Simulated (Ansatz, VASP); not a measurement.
**Two plane-wave programs on In4Bi3P**

The input POSCAR:

```
In4Bi3P
1.0
    6.5408795499      0.0000000000      0.0000000000
    0.0000000000      6.5408795499      0.0000000000
    0.0000000000      0.0000000000      6.5408795499
P In Bi
1 4 3
Direct
    0.0000000000      0.0000000000      0.0000000000
    0.7668864699      0.7668864699      0.7668864699
    0.2331135301      0.2331135301      0.7668864699
    0.2331135301      0.7668864699      0.2331135301
    0.7668864699      0.2331135301      0.2331135301
    0.5000000000      0.5000000000      0.0000000000
    0.5000000000      0.0000000000      0.5000000000
    0.0000000000      0.5000000000      0.5000000000
```

File INCAR.step1:

```
ALGO = Normal
EDIFF = 1E-4
ENCUT = 520
GGA = PE
ISMEAR = -1
LASPH = T
LCHARG = F
LREAL = F
LWAVE = T
NBANDS = 61
NELM = 100
PREC = Accurate
SIGMA = 0.02
```

Contents of INCAR.step2:

```
ALGO = Normal
EDIFF = 1E-7
ENCUT = 520
ISIF = 2
ISMEAR = -1
ISTART = 1
LASPH = T
LCHARG = F
LMIXTAU = T
LREAL = F
LWAVE = F
METAGGA = R2SCAN
NBANDS = 61
NELM = 100
PREC = Accurate
SIGMA = 0.02
```

The input KPOINTS:

```
k-points
0
Gamma
  4 4 4
```

Input for Ansatz:

```yaml
crystal:
  lattice:
    - [6.5408795499, 0.0, 0.0]
    - [0.0, 6.5408795499, 0.0]
    - [0.0, 0.0, 6.5408795499]
  atoms:
    - { symbol: P, position: [0.0, 0.0, 0.0] }
    - { symbol: In, position: [0.7668864699, 0.7668864699, 0.7668864699] }
    - { symbol: Bi, position: [0.5, 0.5, 0.0] }
    - { symbol: In, position: [0.2331135301, 0.2331135301, 0.7668864699] }
    - { symbol: Bi, position: [0.5, 0.0, 0.5] }
    - { symbol: In, position: [0.2331135301, 0.7668864699, 0.2331135301] }
    - { symbol: Bi, position: [0.0, 0.5, 0.5] }
    - { symbol: In, position: [0.7668864699, 0.2331135301, 0.2331135301] }
kpoints:
  mp_grid: { grid: [4, 4, 4] }
  band_path:
    path: [[0.0, 0.0, 0.0], [0.0, 0.5, 0.0], [0.5, 0.5, 0.0], [0.5, 0.5, 0.5]]
    npoints: 1
hamiltonian:
  xc: r2scan
scf:
  occupations: { method: fermi_dirac, width: 0.02 }
  n_extra_bands: 6
output:
  forces: true
  stress: true
  eigenvalues: true
  write_density: true
  write_potential: true
  elf: true
  volumetric_format: npy
```

Alike in both runs: task single point; functional r2SCAN; k mesh 4 × 4 × 4; occupations fermi-dirac, width 0.02 eV; no spin polarisation.

|  | VASP | Ansatz |
| --- | --- | --- |
| version | VASP 6.6.1 | Ansatz 0.2.0 |
| potentials or method | VASP PAW PBE potentials, release 64 (P, In_d, Bi_d) | plane waves, PAW |
| plane-wave cutoff (eV) | 520 | 500 |
| valence electrons in the cell | 102 | 102 |

VASP gave:

| Quantity | Value |
| --- | --- |
| pressure (GPa) | -0.1 |
| rms of the force components (eV/Å) | 0.004 |

Which values does Ansatz return?

Pressure (GPa): 0.0; rms of the force components (eV/Å): 0.003.

VASP's potentials were made for PBE, not for r2SCAN. The functional is the same, so the differences come from potentials, cutoffs and numerics.

Spin-orbit coupling is off throughout.
